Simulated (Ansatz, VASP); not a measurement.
# One calculation of MgO2, two programs

```
Mg O
1.0
     1.55215    0.89613    3.45737
    -1.55215    0.89613    3.45737
     0.00000   -1.79226    3.45737
Mg O
1 2
Direct
  0.00000 0.00000 0.00000
  0.42914 0.42914 0.42914
  0.57086 0.57086 0.57086
```

Change from the starting cell: strain -0.0200 x Voigt [1, 1, 0, 0, 0, 0], atoms carried along.

Alike in both runs: task single point; functional PBEsol; k mesh 12 × 12 × 12; occupations gaussian, width 0.05 eV; no spin polarisation.

|  | VASP | Ansatz |
| --- | --- | --- |
| version | VASP 6.6.1 | Ansatz 0.2.0 |
| potentials or method | VASP PAW PBE potentials, release 64 (Mg_sv, O), cutoff 840 eV | scalar-relativistic, plane waves, PAW |
| valence electrons in the cell | 22 | 22 |

```tsv
	VASP	Ansatz	Ansatz less VASP
gap on the k mesh at the Fermi level (eV)	2.39	2.42	+0.029
least direct gap on the mesh (eV)	2.39	2.42	+0.029
pressure (GPa)	5.3	4.9	-0.48
traceless stress, the component that is largest in VASP (GPa)	-2.78	-3.61	-0.832
rms of the force components (eV/Å)	0.076	0.137	+0.0606
```

VASP's potentials were made for PBE, not for PBEsol. Atom by atom the forces differ by 0.061 eV/Å (rms over components).
